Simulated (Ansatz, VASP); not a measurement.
# Two plane-wave programs on IrRh2

```
Ir Rh
1.0
     2.69771    0.00000    0.00000
    -1.34885    2.33628    0.00000
     0.00000    0.00000   13.11962
Ir Rh
2 4
Direct
  0.66667 0.33333 0.33333
  0.66667 0.33333 0.66667
  0.66667 0.33333 0.00000
  0.33333 0.66667 0.83333
  0.33333 0.66667 0.16667
  0.33333 0.66667 0.50000
```

Alike in both runs: task relaxation of cell and atoms; functional PBE; k mesh 6 × 6 × 2; occupations gaussian, width 0.1 eV; no spin polarisation.

|  | VASP | Ansatz |
| --- | --- | --- |
| version | VASP 6.6.1 | Ansatz 0.2.0 |
| potentials or method | VASP PAW PBE potentials, release 64 (Ir, Rh_pv), cutoff 600 eV | scalar-relativistic, plane waves, PAW |
| valence electrons in the cell | 78 | 102 |

```csv
,VASP,Ansatz,Ansatz less VASP
"gap on the k mesh at the Fermi level, each at its own relaxed structure (eV)",none,none,-
relaxed volume (Å³/atom),14.27,14.27,-0.006
relaxed cell length with the largest relative difference (Å),13.069,13.076,+0.0066
```

A gap of «none» marks a metal or a gap that the smearing closes. VASP's potentials hold 78 valence electrons a cell and Ansatz's 102, so a difference there can come from the potentials and not from the codes.

The k mesh is coarse, so the values compare programs but aren't converged. Spin-orbit coupling is off throughout.
